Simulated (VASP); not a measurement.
Write the native input for VASP 6.6.1 that does the following.

| Property | Result |
| --- | --- |
| Task | relaxation of cell and atoms |
| Functional | PBE |
| Potentials or basis | VASP PAW PBE potentials, release 64 (Mg, Cd, Se) |
| Cutoff | 600 eV |
| k mesh | 3 × 3 × 1 |
| Occupations | gaussian, width 0.15 eV |
| Spin | no spin polarisation |
| Dipole correction | no |
| Further INCAR settings | ALGO = Normal; EDIFF = 1e-07; IBRION = 2; EDIFFG = -0.08; NSW = 36; ISIF = 3 |

The structure of MgCd3Se4 lies in POSCAR:

```
MgCd3Se4
1.0
    4.1947023600      0.0000000000      0.0000000000
   -2.0973511800      3.6327188000      0.0000000000
    0.0000000000      0.0000000000     13.7450852700
Mg Cd Se
1 3 4
Direct
    0.0000000000      0.0000000000      0.7553200100
    0.0000000000      0.0000000000      0.2505379900
    0.3333333300      0.6666666700      0.0138260000
    0.3333333300      0.6666666700      0.4870580100
    0.0000000000      0.0000000000      0.9589110000
    0.0000000000      0.0000000000      0.4318949900
    0.3333333300      0.6666666700      0.6668199900
    0.3333333300      0.6666666700      0.1956320000
```

The cell was built from a structure type or drawn by symmetry, and may not be a known phase.

The input as run:

INCAR

```
ALGO     = Normal         # electronic algorithm
EDIFF    = 1E-7           # SCF threshold, eV
EDIFFG   = -0.08          # ionic threshold
ENCUT    = 600            # plane-wave cutoff, eV
GGA      = PE             # functional
GGA_COMPAT= F            
IBRION   = 2              # ionic algorithm
ISIF     = 3              # what is computed and relaxed
ISMEAR   = 0              # smearing method
LASPH    = T              # aspherical terms in the spheres
LCHARG   = F              # write CHGCAR
LREAL    = F              # projectors in reciprocal space
LWAVE    = F              # write WAVECAR
NELM     = 120            # most SCF steps
NELMIN   = 4            
NSW      = 36             # ionic steps
PREC     = Accurate       # precision mode
SIGMA    = 0.15           # smearing width, eV
```

KPOINTS

```
k-points
0
Gamma
  3 3 1
```

Potentials or basis: VASP PAW PBE potentials, release 64 (Mg, Cd, Se).

Run with:

```sh
$ cat potpaw_PBE.64/Mg/POTCAR potpaw_PBE.64/Cd/POTCAR potpaw_PBE.64/Se/POTCAR > POTCAR
$ mpirun -np 1 vasp_std > vasp.out
```

It gave:

```yaml
Relaxed_volume: 29.40 Å³/atom
Relaxed_cell: a = 4.396 Å, b = 4.396 Å, c = 14.051 Å, α = 90.00°, β = 90.00°, γ = 120.00°
Space_group_after_relaxing_to_0.1_Å: P3m1 (No. 156)
Energy_gained_by_relaxing: 182.5 meV/atom
Ionic_steps: 13
Pressure_after_relaxing: -0.1 GPa
Largest_force_after_relaxing: 0.055 eV/Å
Band_gap_on_the_k_mesh: 0.83 eV
```

Caveat: the k points lie up to 0.55 Å⁻¹ apart in the final cell; the relaxation stopped at a loose force limit of 0.08 eV/Å, so its end isn't a converged minimum.

Wall time 4.6 min on 1 thread of Intel(R) Xeon(R) 6975P-C (Granite Rapids) (shared host), peak memory 0.39 GiB.
